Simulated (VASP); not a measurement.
# SiBr5 (P-62m) in VASP: a series of runs, part 2 of 2

VASP 6.6.1. Earlier steps stand in the parts before.

## Step 3: Single point, PBE

This run uses another cell than the first one, of 41.50 Å³/atom.

Input file INCAR:

```
SYSTEM = SiBr5
  ALGO = Normal
  EDIFF = 1E-7
  ENCUT = 520
  GGA = PE
  ISIF = 2
  ISMEAR = 0
  LASPH = .True.
  LCHARG = .False.
  LREAL = .False.
  LWAVE = .False.
  NBANDS = 28
  NELM = 100
  PREC = Accurate
  SIGMA = 0.1
```

Input file KPOINTS:

```
k-points
0
Gamma
  3 3 4
  0 0 0
```

Input file POSCAR:

```
SiBr5
1.0
    6.8747874800      0.0000000000      0.0000000000
   -3.4373937400      5.9537406000      0.0000000000
    0.0000000000      0.0000000000      6.0827250300
Si Br
1 5
Direct
    0.0000000000      0.0000000000      0.5000000000
    0.0000000000      0.6075096100      0.0000000000
    0.6075096100      0.0000000000      0.0000000000
    0.3924903900      0.3924903900      0.0000000000
    0.6666666700      0.3333333300      0.5000000000
    0.3333333300      0.6666666700      0.5000000000
```

Potentials or basis: VASP PAW PBE potentials, release 64 (Si, Br).

Launch:

```console
$ cat potpaw_PBE.64/Si/POTCAR potpaw_PBE.64/Br/POTCAR > POTCAR
$ mpirun -np 1 vasp_std > vasp.out
```

Wall time 2.8 min (1 thread of Oxide Virtual Turin-like, shared host); peak memory 0.31 GiB.

Results (log left out):

* Free energy: -7.7936 eV
* Pressure: -4.2 GPa
* Largest force: 0.161 eV/Å
* Band gap on the k mesh: zero (an odd number of electrons rules out a gap without spin polarisation)

Forces on the atoms (eV/Å):
```
Si   0.000  0.000  0.000
Br  -0.081  0.140  0.000
Br   0.161  0.000  0.000
Br  -0.081 -0.140  0.000
Br   0.000  0.000  0.000
Br   0.000  0.000  0.000
```

Stress tensor (GPa, compression positive):
```
-4.65  0.00  0.00
 0.00 -4.65  0.00
 0.00  0.00 -3.45
```

Levels at points of the mesh, in eV from the Fermi level:
```csv
k point,band 15,band 16,band 17,band 18,band 19,band 20,band 21,band 22,band 23,band 24
"(0.00, 0.00, 0.00)",-0.84,-0.66,-0.66,-0.66,0.10,0.10,0.14,0.80,0.98,0.98
"(0.00, 0.00, 0.50)",-1.08,-0.83,-0.11,-0.02,-0.02,0.12,0.12,0.84,0.96,0.96
```

Caveat: the cell stands under tension; this functional lacks dispersion, which binds layers or chains, so the pressure and a relaxed spacing across them are unreliable; an odd number of electrons without spin polarisation forces a metal; a magnetic or distorted state may lie lower.

## Step 4: Single point, PBE

This run uses another cell than the first one, of 28.81 Å³/atom.

Input file INCAR:

```
SYSTEM = SiBr5
ALGO     = Normal         ! electronic algorithm
EDIFF    = 1E-6           ! SCF threshold, eV
ENCUT    = 520            ! plane-wave cutoff, eV
GGA      = PE             ! functional
ISIF     = 2              ! what is computed and relaxed
ISMEAR   = 0              ! smearing method
LASPH    = .TRUE.         ! aspherical terms in the spheres
LCHARG   = .FALSE.        ! write CHGCAR
LREAL    = .FALSE.        ! projectors in reciprocal space
LWAVE    = .FALSE.        ! write WAVECAR
NBANDS   = 28             ! bands
NELM     = 100            ! most SCF steps
PREC     = Accurate       ! precision mode
SIGMA    = 0.1            ! smearing width, eV
```

Input file KPOINTS:

```
k-points
0
G
  6 6 4
  0 0 0
```

Input file POSCAR:

```
SiBr5
1.0
    5.2596037643      0.0000000000      0.0000000000
   -2.6298018821      4.5549504737      0.0000000000
    0.0000000000      0.0000000000      7.2161999421
Si Br
1 5
Direct
    0.0000000000      0.0000000000      0.5000000000
    0.0000000000      0.6715478925      0.0000000000
    0.6715478925      0.0000000000      0.0000000000
    0.3284521075      0.3284521075      0.0000000000
    0.6666666667      0.3333333333      0.5000000000
    0.3333333333      0.6666666667      0.5000000000
```

Launch:

```console
$ cat potpaw_PBE.64/Si/POTCAR potpaw_PBE.64/Br/POTCAR > POTCAR
$ mpirun -np 1 vasp_std > vasp.out
```

Wall time 3.2 min (1 thread of Oxide Virtual Turin-like, shared host); peak memory 0.26 GiB.

Results (log left out):

- Free energy: -11.2195 eV
- Pressure: 0.0 GPa
- Largest force: 0.016 eV/Å
- Band gap on the k mesh: zero (an odd number of electrons rules out a gap without spin polarisation)

Forces in eV/Å, atoms in the order of the input:
```
Si   0.000  0.000  0.000
Br  -0.008  0.014  0.000
Br   0.016  0.000  0.000
Br  -0.008 -0.014  0.000
Br   0.000  0.000  0.000
Br   0.000  0.000  0.000
```

Levels at points of the mesh, in eV from the Fermi level:
```tsv
k point	band 16	band 17	band 18	band 19	band 20	band 21	band 22	band 23	band 24	band 25
(0.00, 0.00, 0.00)	-1.73	-0.97	-0.97	-0.85	1.42	1.65	1.65	3.71	3.71	5.70
(0.50, 0.00, 0.00)	-1.08	-0.95	-0.31	-0.20	-0.08	0.04	1.05	2.18	2.52	6.54
(0.00, 0.00, 0.50)	-2.54	-0.83	-0.83	-0.75	1.39	1.65	1.65	3.72	3.72	7.80
(0.50, 0.00, 0.50)	-1.40	-1.16	-0.26	-0.25	-0.09	0.03	0.68	2.21	2.53	6.43
```

Caveat: this functional lacks dispersion, which binds layers or chains, so the pressure and a relaxed spacing across them are unreliable; an odd number of electrons without spin polarisation forces a metal; a magnetic or distorted state may lie lower.

## Step 5: Relaxation of cell and atoms, PBE

This run uses another cell than the first one, of 41.50 Å³/atom.

Input file INCAR:

```
SYSTEM = SiBr5
  PREC = Accurate
  ENCUT = 600
  EDIFF = 1E-6
  ISMEAR = 0
  SIGMA = 0.1
  LREAL = .FALSE.
  LASPH = .TRUE.
  NELM = 80
  ALGO = Normal
  ISIF = 3
  LWAVE = .FALSE.
  LCHARG = .FALSE.
  GGA = PE
  IBRION = 2
  NSW = 90
  EDIFFG = -0.04
```

Input file KPOINTS:

```
regular mesh
0
G
  3 3 4
  0 0 0
```

Input file POSCAR:

```
SiBr5
1.0
    6.8747874800      0.0000000000      0.0000000000
   -3.4373937400      5.9537406000      0.0000000000
    0.0000000000      0.0000000000      6.0827250300
Si Br
1 5
Direct
    0.0000000000      0.0000000000      0.5000000000
    0.0000000000      0.6075096100      0.0000000000
    0.6075096100      0.0000000000      0.0000000000
    0.3924903900      0.3924903900      0.0000000000
    0.6666666700      0.3333333300      0.5000000000
    0.3333333300      0.6666666700      0.5000000000
```

Launch:

```console
$ cat potpaw_PBE.64/Si/POTCAR potpaw_PBE.64/Br/POTCAR > POTCAR
$ mpirun -np 1 vasp_std > vasp.out
```

Wall time 34 min (1 thread of Oxide Virtual Turin-like, shared host); peak memory 0.43 GiB.

It converged, with:

```yaml
Free_energy: -11.2814 eV
Relaxed_volume: 28.53 Å³/atom
Relaxed_cell: a = 5.256 Å, b = 5.256 Å, c = 7.158 Å, α = 90.00°, β = 90.00°, γ = 120.00°
Space_group_after_relaxing_to_0.1_Å: P-62m (No. 189)
Energy_gained_by_relaxing: 581.3 meV/atom
Ionic_steps: 24
Pressure_after_relaxing: 0.2 GPa
Largest_force_after_relaxing: 0.025 eV/Å
Band_gap_on_the_k_mesh: zero (an odd number of electrons rules out a gap without spin polarisation)
```

Forces in eV/Å, atoms in the order of the input:
```
Si   0.000  0.000  0.000
Br   0.012 -0.021  0.000
Br  -0.025  0.000  0.000
Br   0.012  0.021  0.000
Br   0.000  0.000  0.000
Br   0.000  0.000  0.000
```

Step by step:
```csv
step,energy change (eV),largest force (eV/Å),pressure (GPa),volume (Å³)
1,0.0000,0.1613,-4.25,248.97
2,-1.0415,0.2394,-4.21,211.36
3,-0.6130,1.2228,16.71,121.42
4,-1.8219,0.3888,-2.51,178.41
5,-1.9841,0.6482,2.28,150.84
6,-2.0205,0.5398,0.10,160.12
7,-2.0225,0.5556,0.41,158.60
8,-2.3241,0.4093,0.96,153.96
9,-2.6084,0.5094,2.88,146.73
10,-2.0982,1.0230,14.28,130.70
11,-2.6709,0.6246,4.14,143.68
12,-2.6649,0.9488,8.04,137.34
13,-2.7153,0.8303,6.19,139.97
14,-2.8454,0.8322,6.01,141.39
15,-3.0495,0.6243,6.12,145.33
16,-3.0581,0.5353,6.32,146.45
17,-3.2834,0.3615,3.89,152.96
18,-3.4671,0.1424,0.56,165.37
19,-3.4746,0.1082,-0.03,168.25
20,-3.4748,0.1027,-0.12,168.76
21,-3.4775,0.0900,-0.09,169.03
22,-3.4839,0.0497,-0.01,169.85
23,-3.4878,0.0389,0.19,171.45
24,-3.4879,0.0247,0.15,171.21
```

Final structure:
```yaml
crystal:
  lattice:
    - [5.25550, 0.00000, 0.00000]
    - [-2.62775, 4.55140, 0.00000]
    - [0.00000, 0.00000, 7.15759]
  atoms:
    - { symbol: Si, position: [0.00000, 0.00000, 0.50000] }
    - { symbol: Br, position: [0.00000, 0.66830, 0.00000] }
    - { symbol: Br, position: [0.66830, 0.00000, 0.00000] }
    - { symbol: Br, position: [0.33170, 0.33170, 0.00000] }
    - { symbol: Br, position: [0.66667, 0.33333, 0.50000] }
    - { symbol: Br, position: [0.33333, 0.66667, 0.50000] }
```

Levels at points of the mesh, in eV from the Fermi level:
```csv
k point,band 15,band 16,band 17,band 18,band 19,band 20,band 21,band 22,band 23
"(0.00, 0.00, 0.00)",-2.76,-1.97,-1.29,-1.29,-1.13,1.11,1.34,1.34,3.44
"(0.00, 0.00, 0.50)",-2.84,-2.84,-1.14,-1.14,-1.03,1.10,1.34,1.34,3.44
```

Caveat: the volume moved by over 15 % at a fixed basis, so the end points are rough; this functional lacks dispersion, which binds layers or chains, so the pressure and a relaxed spacing across them are unreliable; an odd number of electrons without spin polarisation forces a metal; a magnetic or distorted state may lie lower.

## Step 6: Overview

```tsv
task	cell	k mesh	cutoff (eV)	gap on the mesh (eV)	pressure (GPa)	largest force (eV/Å)
single point	a = 5.260, b = 5.260, c = 7.125 Å, angles 90.0, 90.0, 120.0°, 6 atoms, atomic positions A	3 × 3 × 4	520	none	0.1	-
single point	a = 6.875, b = 6.875, c = 6.083 Å, angles 90.0, 90.0, 120.0°, 6 atoms, atomic positions B	3 × 3 × 4	520	none	-4.2	0.16
single point	a = 5.260, b = 5.260, c = 7.216 Å, angles 90.0, 90.0, 120.0°, 6 atoms, atomic positions C	6 × 6 × 4	520	none	0.0	0.02
relaxation of cell and atoms	relaxed from a = 6.875, b = 6.875, c = 6.083 Å, angles 90.0, 90.0, 120.0°, 6 atoms, atomic positions B	3 × 3 × 4	600	none	0.2	0.02
```

Alike in all rows: level PBE; potentials or basis VASP PAW PBE potentials, release 64 (Si, Br); no spin polarisation; smearing gaussian 0.1 eV.

Caveats: some runs use coarse meshes; this functional lacks dispersion, which binds layers or chains, so the pressure and a relaxed spacing across them are unreliable; an odd number of electrons without spin polarisation forces a metal; a magnetic or distorted state may lie lower; the cell stands under tension (at least some runs); the volume moved by over 15 % at a fixed basis, so the end points are rough (at least some runs).

Absolute energies hang on the potentials; compare differences alone.
